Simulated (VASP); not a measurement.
AgCl:

```
Ag Cl
1.0
     3.43397    0.00000    0.00000
     0.00000    3.43397    0.00000
     0.00000    0.00000    3.43397
Ag Cl
1 1
Direct
  0.00000 0.00000 0.00000
  0.50000 0.50000 0.50000
```

Base run:

| Item | Value |
| --- | --- |
| Program | VASP 6.6.1 |
| Functional | PBE |
| Potentials or basis | VASP PAW PBE potentials, release 64 (Ag, Cl) |
| Cutoff | 520 eV |
| k mesh | 6 × 6 × 6 |
| Occupations | gaussian, width 0.02 eV |
| Spin | no spin polarisation |

Its results: band gap on the k mesh 0.57 eV, indirect (least direct gap 2.07 eV); pressure -0.2 GPa.

Q: After a change of settings the same cell gave: band gap on the k mesh 2.67 eV, indirect (least direct gap 3.57 eV); pressure -0.4 GPa. Which change was it?
A. cutoff from 520 eV to 500 eV; k mesh from 6 × 6 × 6 to 4 × 4 × 4, shifted
B. cutoff from 520 eV to 500 eV; k mesh from 6 × 6 × 6 to 6 × 6 × 6, shifted
C. k mesh from 6 × 6 × 6 to 2 × 2 × 2
D. k mesh from 6 × 6 × 6 to 12 × 12 × 12

A: A.
